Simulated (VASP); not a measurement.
# CdSe (R3m) in VASP: notebook

The runs below take CdSe through electric field gradients, with PBEsol.

Program: VASP 6.6.1. These are calculated values, not measurements. Logs are shortened: lines on timing, memory, paths and dates and some standing lists are left out, and cuts for length are marked.

### 1 The cell of the first run

It takes space group R3m (No. 160, trigonal). The conventional cell has a = 4.342 Å, b = 4.342 Å, c = 10.636 Å, α = 90.00°, β = 90.00°, γ = 120.00°. Cd (site symmetry 3m) has 1 Se at 1.86 Å within 2.5 Å. Within 2.5 Å of Se (site symmetry 3m) lie 1 Cd at 1.86 Å.

### 2 Electric field gradients, PBEsol (shortest bond scaled by 0.7)

Input file INCAR:

```
PREC = Accurate ; ENCUT = 520
EDIFF = 1E-8 ; ISMEAR = -1
SIGMA = 0.03 ; LREAL = False
LASPH = True ; NELM = 80
ALGO = Normal ; ISIF = 2
LWAVE = False ; LCHARG = False
GGA = PS ; LEFG = True
NBANDS = 16
```

Input file KPOINTS:

```
regular mesh
0
Gamma
  7 7 7
```

Input file POSCAR:

```
CdSe
1.0
    0.0000000000      3.0702711986      3.0702711986
    3.0702711986      0.0000000000      3.0702711986
    3.0702711986      3.0702711986      0.0000000000
Cd Se
1 1
Direct
   -0.1125000000      0.0375000000      0.0375000000
    0.3625000000      0.2125000000      0.2125000000
```

Potentials or basis: VASP PAW PBE potentials, release 64 (Cd, Se).

On the command line:

```
$ cat potpaw_PBE.64/Cd/POTCAR potpaw_PBE.64/Se/POTCAR > POTCAR
$ mpirun -np 1 vasp_std > vasp.out
```

OUTCAR:

```text
PREC = Accurate
   ENCUT = 520
   EDIFF = 1E-8
   ISMEAR = -1
   LREAL = False
   LASPH = True
   NELM = 80
   ISIF = 2
   GGA = PS

 ion  position               nearest neighbor table
   1  0.888  0.038  0.038-   2 1.86   2 3.02   2 3.02   2 3.02
   2  0.362  0.212  0.212-   1 1.86   1 3.02   1 3.02   1 3.02

  LATTYP: Found a face centered cubic cell.
 ALAT       =     6.1405423972

  Lattice vectors:

 A1 = (   0.0000000000,   3.0702711986,   3.0702711986)
 A2 = (   3.0702711986,   0.0000000000,   3.0702711986)
 A3 = (   3.0702711986,   3.0702711986,   0.0000000000)

Analysis of symmetry for initial positions (statically):
=====================================================================
 Subroutine PRICEL returns:
 Original cell was already a primitive cell.

 Routine SETGRP: Setting up the symmetry group for a
 face centered cubic supercell.

 Subroutine GETGRP returns: Found  6 space group operations
 (whereof  6 operations were pure point group operations)
 out of a pool of 48 trial point group operations.

The static configuration has the point symmetry C_3v.

Analysis of symmetry for dynamics (positions and initial velocities):
=====================================================================
 Subroutine PRICEL returns:
 Original cell was already a primitive cell.

 Routine SETGRP: Setting up the symmetry group for a
 face centered cubic supercell.

 Subroutine GETGRP returns: Found  6 space group operations
 (whereof  6 operations were pure point group operations)
 out of a pool of 48 trial point group operations.

The dynamic configuration has the point symmetry C_3v.

 Subroutine INISYM returns: Found  6 space group operations
 (whereof  6 operations are pure point group operations),
 and found     1 'primitive' translations

----------------------------------------------------------------------------------------

                                     Primitive cell

  volume of cell :      57.8842

  direct lattice vectors                    reciprocal lattice vectors
     0.000000000  3.070271199  3.070271199    -0.162852063  0.162852063  0.162852063
[... 121 lines left out ...]
   NGX = 17   NGY = 17   NGZ = 17

 number of electron      17.9999998 magnetization

 Free energy of the ion-electron system (eV)
  ---------------------------------------------------
  ext. energy  EPLUGINS =         0.00000000
  ---------------------------------------------------
  free energy    TOTEN  =        -1.10452313 eV

  energy without entropy =       -1.10452220  energy(sigma->0) =       -1.10452267

 E-fermi :   1.1659     XC(G=0):  -8.9122

 val. band max:        0.8565908048   @ k =   0.0000   0.0000   0.0000
 cond. band min:       1.4150035361   @ k =   0.0000   0.0000   0.0000
 fundamental gap:      0.5584127313
 Fermi energy:         1.1659335228

 k-point     1 :       0.0000    0.0000    0.0000
  band No.  band energies     occupation
      1     -13.5763      2.00000
      2      -8.7783      2.00000
      3      -8.7783      2.00000
      4      -8.3870      2.00000
      5      -7.7591      2.00000
      6      -7.7591      2.00000
[... 433 lines left out ...]
      3      -8.5779      2.00000
      4      -8.0057      2.00000
      5      -7.7196      2.00000
      6      -7.6553      2.00000
[... 8 lines left out ...]
     15      12.6537      0.00000
     16      14.2807      0.00000

 [... further k-points ...]

------------------------ aborting loop because EDIFF is reached ----------------------------------------

  FORCE on cell =-STRESS in cart. coord.  units (eV):
  Direction    XX          YY          ZZ          XY          YZ          ZX
  --------------------------------------------------------------------------------------
  -------------------------------------------------------------------------------------
  Total       11.8542846     11.8542846     11.8542846    -13.2869193     13.2869193    -13.2869193
  in kB      328.1147261    328.1147261    328.1147261   -367.7686188    367.7686188   -367.7686188
  external PRESSURE =     328.1147261 kB  Pullay stress =       0.0000000 kB

 VOLUME and BASIS-vectors are now :
 -----------------------------------------------------------------------------
  energy-cutoff  :      520.00
  volume of cell :       57.88
      direct lattice vectors                 reciprocal lattice vectors
     0.000000000  3.070271199  3.070271199    -0.162852063  0.162852063  0.162852063
     3.070271199  0.000000000  3.070271199     0.162852063 -0.162852063  0.162852063
     3.070271199  3.070271199  0.000000000     0.162852063  0.162852063 -0.162852063

 POSITION                                       TOTAL-FORCE (eV/Angst)
 -----------------------------------------------------------------------------------
      0.23027      2.84000      2.84000       -12.929151     12.929151     12.929151
      1.30487      1.76541      1.76541        12.929151    -12.929151    -12.929151
 -----------------------------------------------------------------------------------
    total drift:                               -0.000430      0.000431      0.000431

  FREE ENERGIE OF THE ION-ELECTRON SYSTEM (eV)
  ---------------------------------------------------
  free  energy   TOTEN  =        -1.1045231302 eV

  energy  without entropy=       -1.1045222024  energy(sigma->0) =       -1.10452267

 Electric field gradients (V/A^2)
---------------------------------------------------------------------
 ion       V_xx      V_yy      V_zz      V_xy      V_xz      V_yz
---------------------------------------------------------------------
   1       0.000    -0.000    -0.000   172.032   172.032  -172.035
   2       0.000    -0.000    -0.000    -0.219    -0.219     0.219
---------------------------------------------------------------------

 Electric field gradients after diagonalization (V/A^2)
 (convention: |V_zz| > |V_xx| > |V_yy|)
----------------------------------------------------------------------
 ion       V_xx      V_yy      V_zz     asymmetry (V_yy - V_xx)/ V_zz
----------------------------------------------------------------------
   1     172.035   172.032  -344.067       0.000
   2      -0.219    -0.218     0.438       0.002
----------------------------------------------------------------------

           NMR quadrupolar parameters

 Cq : quadrupolar parameter    Cq=e*Q*V_zz/h
 eta: asymmetry parameters     (V_yy - V_xx)/ V_zz
 Q  : nuclear electric quadrupole moment in mb (millibarn)
----------------------------------------------------------------------
 ion       Cq(MHz)       eta       Q (mb)
----------------------------------------------------------------------
   1      -0.832       0.000       1.000
   2       0.001       0.002       1.000
----------------------------------------------------------------------
```

stdout:

```text
POSCAR found type information on POSCAR CdSe
 POSCAR found :  2 types and       2 ions
 scaLAPACK will be used
 -----------------------------------------------------------------------------
|                                                                             |
|                                                                             |
|     You enforced a specific xc type in the INCAR file but a different       |
|     I HOPE YOU KNOW WHAT YOU ARE DOING!                                     |
|                                                                             |
 -----------------------------------------------------------------------------

 LDA part: xc-table for (Slater+PW92), standard interpolation
 POSCAR, INCAR and KPOINTS ok, starting setup
 FFT: planning ... GRIDC
 FFT: planning ... GRID_SOFT
 FFT: planning ... GRID
 WAVECAR not read
 entering main loop
ion   1

ion   2
```

Run time: 16 s. Hardware: 1 thread of Intel Xeon 6975P-C (Granite Rapids), shared host; peak memory 0.19 GiB.

Results:

- Free energy: -1.1045 eV
- Pressure: 32.8 GPa
- Largest force: 22.394 eV/Å
- Band gap on the k mesh: 0.56 eV, direct

Forces on the atoms (eV/Å):
```
Cd  -12.929  12.929  12.929
Se   12.929 -12.929 -12.929
```

Electric field gradients, principal values (V/Å²):
```
atom    least   middle  greatest (by size)
1 Cd  172.032  172.035            -344.067
2 Se   -0.218   -0.219               0.438
```

Caveat: the cell differs from its parent crystal (shortest bond scaled by 0.7); without QUAD_EFG the Cq values of the log hold for a quadrupole moment of 1 mb, not for the nuclei; the PAW data sets were made with another functional, which shifts forces and pressure a little.

(Part 1 of 2 ends here.)
